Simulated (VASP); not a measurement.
Wanted: the native input for a VASP 6.6.1 run.

```yaml
Task: single point
Functional: PBE
Potentials_or_basis: VASP PAW PBE potentials, release 64 (Y_sv, B)
Cutoff: 520 eV
k_mesh: 14 × 14 × 14
Occupations: gaussian, width 0.1 eV
Spin: no spin polarisation
Dipole_correction: no
Further_INCAR_settings: ALGO = Normal; EDIFF = 1e-07; NBANDS = 18
```

The structure of YB3 lies in POSCAR:

```
YB3
1.0
    3.5920091171      0.0000000000      0.0000000000
    0.0000000000      3.5920091171      0.0000000000
    0.0000000000      0.0000000000      3.5920091171
Y B
1 3
Direct
    0.0000000000      0.0000000000      0.0000000000
    0.0000000000      0.5000000000      0.5000000000
    0.5000000000      0.0000000000      0.5000000000
    0.5000000000      0.5000000000      0.0000000000
```

These files were run (other wordings do the same):

INCAR

```
ALGO = Normal
EDIFF = 1E-7
ENCUT = 520
GGA = PE
ISIF = 2
ISMEAR = 0
LASPH = T
LCHARG = F
LREAL = F
LWAVE = F
NBANDS = 18
NELM = 100
PREC = Accurate
SIGMA = 0.1
```

KPOINTS

```
k-points
0
Gamma
  14 14 14
```

Potentials or basis: VASP PAW PBE potentials, release 64 (Y_sv, B).

Launch:

```console
$ cat potpaw_PBE.64/Y_sv/POTCAR potpaw_PBE.64/B/POTCAR > POTCAR
$ mpirun -np 1 vasp_std > vasp.out
```

Results of the run:

The pressure is -0.2 GPa and the band gap on the k mesh is zero (band 10 reaches 5.45 eV, above the bottom of band 11 at 3.07 eV).

Wall time 70 s on 1 thread of Intel(R) Xeon(R) Platinum 8259CL CPU @ 2.50GHz (Skylake/Cascade Lake), on a shared host, peak memory 0.24 GiB.
